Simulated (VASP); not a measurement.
# BaTiO3 in VASP: further runs, part 2 of 2

VASP 6.6.1. The steps go on from the part before.

**3. Single point, r2SCAN**

This run uses another cell than the first one, of 12.54 Å³/atom, 1.031 times its volume.

File POSCAR:

```
BaTiO3
1.0
    3.9709856817     -0.0030362787     -0.0032944491
   -0.0030362787      3.9720829899      0.0034292136
   -0.0032944491      0.0034292136      3.9747457742
Ba Ti O
1 1 3
Direct
    0.4955373367      0.5045518147      0.5047772266
    0.9854367842      0.0148125386      1.0153981464
    0.5100332518     -0.0046254120     -0.0047733454
    0.0045187322      0.4897855527     -0.0047502797
    0.0044738951      0.9954755061      0.4893482620
```

File INCAR.step1:

```
SYSTEM = BaTiO3
PREC = Accurate ; ENCUT = 520
ISMEAR = -1 ; SIGMA = 0.05
LREAL = .FALSE. ; LASPH = .TRUE.
NELM = 80 ; NBANDS = 28
GGA = PE ; ALGO = Normal
EDIFF = 1E-4 ; LWAVE = .TRUE.
LCHARG = .FALSE.
```

File INCAR.step2:

```
SYSTEM = BaTiO3
PREC = Accurate ; ENCUT = 520
EDIFF = 1E-7 ; ISMEAR = -1
SIGMA = 0.05 ; LREAL = .FALSE.
LASPH = .TRUE. ; NELM = 80
ALGO = Normal ; ISIF = 2
LWAVE = .FALSE. ; LCHARG = .FALSE.
METAGGA = R2SCAN ; LMIXTAU = .TRUE.
NBANDS = 28 ; ISTART = 1
```

File KPOINTS:

```
regular mesh
0
G
  7 7 7
  0 0 0
```

Potentials or basis: VASP PAW PBE potentials, release 64 (Ba_sv, Ti_sv, O).

The run is started by

```sh
$ cat potpaw_PBE.64/Ba_sv/POTCAR potpaw_PBE.64/Ti_sv/POTCAR potpaw_PBE.64/O/POTCAR > POTCAR
$ cp INCAR.step1 INCAR
$ mpirun -np 1 vasp_std > vasp.out
$ cp INCAR.step2 INCAR
$ mpirun -np 1 vasp_std > vasp.out
```

OUTCAR:

```text
SYSTEM = BaTiO3
   PREC = Accurate
   ENCUT = 520
   EDIFF = 1E-7
   ISMEAR = -1
   LREAL = .FALSE.
   LASPH = .TRUE.
   NELM = 80
   ISIF = 2
   METAGGA = R2SCAN
   ISTART = 1

 ion  position               nearest neighbor table
   1  0.496  0.505  0.505-   3 2.76   4 2.76   5 2.76   4 2.81   5 2.81   3 2.81   5 2.81   3 2.81
                             4 2.81   5 2.86   4 2.86   3 2.87   2 3.37   2 3.41   2 3.42   2 3.42
   2  0.985  0.015  0.015-   5 1.89   4 1.89   3 1.89   3 2.09   4 2.09   5 2.09   1 3.37   1 3.41
                             1 3.42   1 3.42   1 3.46   1 3.46   1 3.46   1 3.52
   3  0.510  0.995  0.995-   2 1.89   2 2.09   1 2.76   1 2.81   1 2.81   1 2.87
   4  0.005  0.490  0.995-   2 1.89   2 2.09   1 2.76   1 2.81   1 2.81   1 2.86
   5  0.004  0.995  0.489-   2 1.89   2 2.09   1 2.76   1 2.81   1 2.81   1 2.86

  LATTYP: Found a triclinic cell.
 ALAT       =     3.9720856306
 B/A-ratio  =     1.4129362636
 C/A-ratio  =     1.0006704257
 COS(alpha) =     0.0000481523
 COS(beta)  =     0.0017267104
 COS(gamma) =     0.7066636433

  Lattice vectors:

 A1 = (   0.0030362787,  -3.9720829899,  -0.0034292136)
 A2 = (  -3.9679494030,  -3.9690467112,  -0.0001347645)
 A3 = (   0.0032944491,  -0.0034292136,  -3.9747457742)

Analysis of symmetry for initial positions (statically):
=====================================================================
 Subroutine PRICEL returns:
 Original cell was already a primitive cell.

 Routine SETGRP: Setting up the symmetry group for a
 triclinic supercell.

 Subroutine GETGRP returns: Found  1 space group operations
 (whereof  1 operations were pure point group operations)
 out of a pool of  2 trial point group operations.

The static configuration has the point symmetry C_1 .

Analysis of symmetry for dynamics (positions and initial velocities):
=====================================================================
 Subroutine PRICEL returns:
 Original cell was already a primitive cell.

 Routine SETGRP: Setting up the symmetry group for a
 triclinic supercell.

 Subroutine GETGRP returns: Found  1 space group operations
 (whereof  1 operations were pure point group operations)
 out of a pool of  2 trial point group operations.

The dynamic configuration has the point symmetry C_1 .

 Subroutine INISYM returns: Found  1 space group operations
 (whereof  1 operations are pure point group operations),
 and found     1 'primitive' translations

----------------------------------------------------------------------------------------

                                     Primitive cell

  volume of cell :      62.6939

  direct lattice vectors                    reciprocal lattice vectors
     3.970985682 -0.003036279 -0.003294449     0.251826965  0.000192318  0.000208560
    -0.003036279  3.972082990  0.003429214     0.000192318  0.251757411 -0.000217044
    -0.003294449  0.003429214  3.974745774     0.000208560 -0.000217044  0.251588778

  length of vectors
     3.970988209  3.972085631  3.974748619     0.251827124  0.251757578  0.251588958

  position of ions in fractional coordinates (direct lattice)
     0.495537337  0.504551815  0.504777227
     0.985436784  0.014812539  0.015398146
     0.510033252  0.995374588  0.995226655
     0.004518732  0.489785553  0.995249720
     0.004473895  0.995475506  0.489348262

  ion indices of the primitive-cell ions
[... 29 lines left out ...]
 ===========================================

 Found    172 irreducible k-points:

 Following reciprocal coordinates:
            Coordinates               Weight
  0.000000  0.000000  0.000000      1.000000
  0.142857 -0.000000 -0.000000      2.000000
  0.285714  0.000000 -0.000000      2.000000
  0.428571 -0.000000 -0.000000      2.000000
  0.000000  0.142857  0.000000      2.000000
  0.142857  0.142857 -0.000000      2.000000
[... 16 lines left out ...]
 -0.428571  0.428571  0.000000      2.000000
 -0.285714  0.428571  0.000000      2.000000
 [... further k-points ...]
   k-points           NKPTS =    172   k-points in BZ     NKDIM =    172   number of bands    NBANDS=     28
   number of dos      NEDOS =    301   number of ions     NIONS =      5
   total plane-waves  NPLWV =  27000
   dimension x,y,z NGX =    30 NGY =   30 NGZ =   30
   dimension x,y,z NGXF=    60 NGYF=   60 NGZF=   60
   ions per type =               1   1   3
   NGX,Y,Z   is equivalent  to a cutoff of  12.56, 12.56, 12.55 a.u.
   NGXF,Y,Z  is equivalent  to a cutoff of  25.12, 25.11, 25.10 a.u.
 SYSTEM =  BaTiO3
   PREC   = accura    normal or accurate (medium, high low for compatibility)
   ISTART =      1    job   : 0-new  1-cont  2-samecut
   ICHARG =      0    charge: 1-file 2-atom 10-const
   ISPIN  =      1    spin polarized calculation?
   LNONCOLLINEAR =      F non collinear calculations
   LSORBIT =      F    spin-orbit coupling
   LASPH  =      T    aspherical Exc in radial PAW
   ENCUT  =  520.0 eV  38.22 Ry    6.18 a.u.   7.38  7.39  7.39*2*pi/ulx,y,z
   NELM   =     80;   NELMIN=  2; NELMDL=  0     # of ELM steps
   EDIFF  = 0.1E-06   stopping-criterion for ELM
   LREAL  =      F    real-space projection
   EDIFFG = 0.1E-05   stopping-criterion for IOM
   NSW    =      0    number of steps for IOM
   IBRION =     -1    ionic relax: 0-MD 1-quasi-New 2-CG
   NFREE  =      0    steps in history (QN), initial steepest desc. (CG)
   ISIF   =      2    stress and relaxation
   ISYM   =      2    0-nonsym 1-usesym 2-fastsym
   POTIM  = 0.5000    time-step for ionic-motion
   TEBEG  =    0.0;   TEEND  =   0.0 temperature during run
   PSTRESS=    0.0 pullay stress
   NELECT =      40.0000    total number of electrons
   NUPDOWN=      -1.0000    fix difference up-down
   EMIN   =  10.00;   EMAX   =-10.00  energy-range for DOS
   EFERMI =   0.00;   METHOD = LEGACY
   ISMEAR =    -1;   SIGMA  =   0.05  broadening in eV -4-tet -1-fermi 0-gaus
   EFERMI_NEDOS =   21; number of points for ismear=-14 and -15
   IALGO  =     38    algorithm
   IMIX   =      4    mixing-type and parameters
     AMIX     =   0.40;   BMIX     =  1.00
     AMIX_MAG =   1.60;   BMIX_MAG =  1.00
  volume/ion in A,a.u.               =      12.54        84.62
  Fermi-wavevector in a.u.,A,eV,Ry     =   1.409353  2.663291 27.024925  1.986276
  Thomas-Fermi vector in A             =   2.531418
   LORBIT       =      0    0 simple, 1 ext, 2 COOP (PROOUT), +10 PAW based schemes
   METAGGA = R2SCAN    functional components
   LHFCALC =     F    Hartree Fock is set to
   AEXX    =    0.0000 exact exchange contribution
   IVDW    =     0    specifies the selected vdW correction
   LEPSILON=     F    determine dielectric tensor
   LRPA    =     F    only Hartree local field effects (RPA)
 non-spin polarized calculation
  energy-cutoff  :      520.00
  volume of cell :       62.69
 maximum number of plane-waves:      1743
 NGX is ok and might be reduce to    30
   NGX = 15   NGY = 15   NGZ = 15

 number of electron      40.0000003 magnetization

 Free energy of the ion-electron system (eV)
  ---------------------------------------------------
  ext. energy  EPLUGINS =         0.00000000
  ---------------------------------------------------
  free energy    TOTEN  =       -74.21032752 eV

  energy without entropy =      -74.21032752  energy(sigma->0) =      -74.21032752

 E-fermi :   4.8685     XC(G=0): -12.0369

 val. band max:        3.6044380429   @ k =  -0.4286   0.4286   0.4286
 cond. band min:       6.2647931676   @ k =   0.0000   0.0000   0.0000
 fundamental gap:      2.6603551247
 Fermi energy:         4.8684901240

 k-point     1 :       0.0000    0.0000    0.0000
  band No.  band energies     occupation
      1     -54.8752      2.00000
      2     -30.0770      2.00000
      3     -30.0750      2.00000
      4     -30.0721      2.00000
      5     -21.7428      2.00000
      6     -14.1998      2.00000
[... 733 lines left out ...]
     27      12.9905      0.00000
     28      13.3769      0.00000

 [... further k-points ...]
[... 5 lines left out ...]
  --------------------------------------------------------------------------------------
  -------------------------------------------------------------------------------------
  Total        2.8161355      2.8127582      2.8044610      0.0041473     -0.0094844      0.0074599
  in kB       71.9679300     71.8816211     71.6695822      0.1059860     -0.2423792      0.1906410
  external PRESSURE =      71.8397111 kB  Pullay stress =       0.0000000 kB

 VOLUME and BASIS-vectors are now :
 -----------------------------------------------------------------------------
  energy-cutoff  :      520.00
  volume of cell :       62.69
      direct lattice vectors                 reciprocal lattice vectors
     3.970985682 -0.003036279 -0.003294449     0.251826965  0.000192318  0.000208560
    -0.003036279  3.972082990  0.003429214     0.000192318  0.251757411 -0.000217044
    -0.003294449  0.003429214  3.974745774     0.000208560 -0.000217044  0.251588778

 POSITION                                       TOTAL-FORCE (eV/Angst)
 -----------------------------------------------------------------------------------
      1.96458      2.00435      2.00646         0.012220     -0.012483     -0.013613
      3.91306      0.05590      0.05801         0.079705     -0.081470     -0.085633
      2.01903      3.95557      3.95751        -0.077340      0.007506      0.008212
      0.01318      1.94887      3.95753        -0.006947      0.078778      0.008422
      0.01313      3.95578      1.94843        -0.007638      0.007668      0.082612
 -----------------------------------------------------------------------------------
    total drift:                                0.001216     -0.001271     -0.001397

  FREE ENERGIE OF THE ION-ELECTRON SYSTEM (eV)
  ---------------------------------------------------
  free  energy   TOTEN  =       -74.2103275166 eV

  energy  without entropy=      -74.2103275166  energy(sigma->0) =      -74.21032752
```

Wall time 7 min (1 thread of Intel Xeon 6975P-C (Granite Rapids), shared host); peak memory 0.4 GiB.

Results:

| Property | Result |
| --- | --- |
| Free energy | -74.2103 eV |
| Pressure | 7.2 GPa |
| Largest force | 0.143 eV/Å |
| Band gap on the k mesh | 2.66 eV, indirect (least direct gap 2.90 eV) |

Forces in eV/Å, atoms in the order of the input:
```
Ba   0.012 -0.012 -0.014
Ti   0.080 -0.081 -0.086
O   -0.077  0.008  0.008
O   -0.007  0.079  0.008
O   -0.008  0.008  0.083
```

Caveat: the PAW data sets were made with another functional, which shifts forces and pressure a little; spin-orbit coupling is left out, which moves the levels of the heavy elements. r2SCAN opens gaps a little over a GGA but as a rule still falls short of measured ones.
